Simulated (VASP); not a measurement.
Here is a VASP 6.6.1 calculation.

File POSCAR:

```
K2S
1.0
    0.0000000000      3.8119488923      3.8119488923
    3.8119488923      0.0000000000      3.8119488923
    3.8119488923      3.8119488923      0.0000000000
K S
2 1
Direct
    0.2500000000      0.2500000000      0.2500000000
    0.7500000000      0.7500000000      0.7500000000
    0.0000000000      0.0000000000      0.0000000000
```

Contents of INCAR.step1:

```
SYSTEM = K2S
PREC     = Accurate       ! precision mode
ENCUT    = 550            ! plane-wave cutoff, eV
ISMEAR   = 0              ! smearing method
SIGMA    = 0.01           ! smearing width, eV
LREAL    = .FALSE.        ! projectors in reciprocal space
LASPH    = .TRUE.         ! aspherical terms in the spheres
NELM     = 120            ! most SCF steps
NBANDS   = 19             ! bands
GGA      = PE             ! functional
ALGO     = Normal         ! electronic algorithm
EDIFF    = 1E-5           ! SCF threshold, eV
LWAVE    = .TRUE.         ! write WAVECAR
LCHARG   = .FALSE.        ! write CHGCAR
GGA_COMPAT= .FALSE.
```

File INCAR.step2:

```
SYSTEM = K2S
PREC     = Accurate       ! precision mode
ENCUT    = 550            ! plane-wave cutoff, eV
EDIFF    = 1E-6           ! SCF threshold, eV
ISMEAR   = 0              ! smearing method
SIGMA    = 0.01           ! smearing width, eV
LREAL    = .FALSE.        ! projectors in reciprocal space
LASPH    = .TRUE.         ! aspherical terms in the spheres
NELM     = 120            ! most SCF steps
ALGO     = Normal         ! electronic algorithm
ISIF     = 2              ! what is computed and relaxed
LWAVE    = .FALSE.        ! write WAVECAR
LCHARG   = .TRUE.         ! write CHGCAR
METAGGA  = R2SCAN         ! meta-GGA
LMIXTAU  = .TRUE.       
LELF     = .TRUE.         ! ELF
LVHAR    = .TRUE.       
NBANDS   = 19             ! bands
ISTART   = 1            
GGA_COMPAT= .FALSE.
```

The input KPOINTS:

```
Automatic mesh
0
G
  6 6 6
  0 0 0
```

Potentials or basis: VASP PAW PBE potentials, release 64 (K_sv, S).

Launch:

```bash
$ cat potpaw_PBE.64/K_sv/POTCAR potpaw_PBE.64/S/POTCAR > POTCAR
$ cp INCAR.step1 INCAR
$ mpirun -np 1 vasp_std > vasp.out
$ cp INCAR.step2 INCAR
$ mpirun -np 1 vasp_std > vasp.out
```

(1) What does it give for the band gap on the k mesh?

(2) Predict the pressure.

## Answers

(1) 2.54 eV (least direct gap 2.67 eV).

(2) -1.4 GPa.

Caveat: the cell differs from its parent crystal (strain +3.0%); the PAW data sets were made with another functional, which shifts forces and pressure a little.
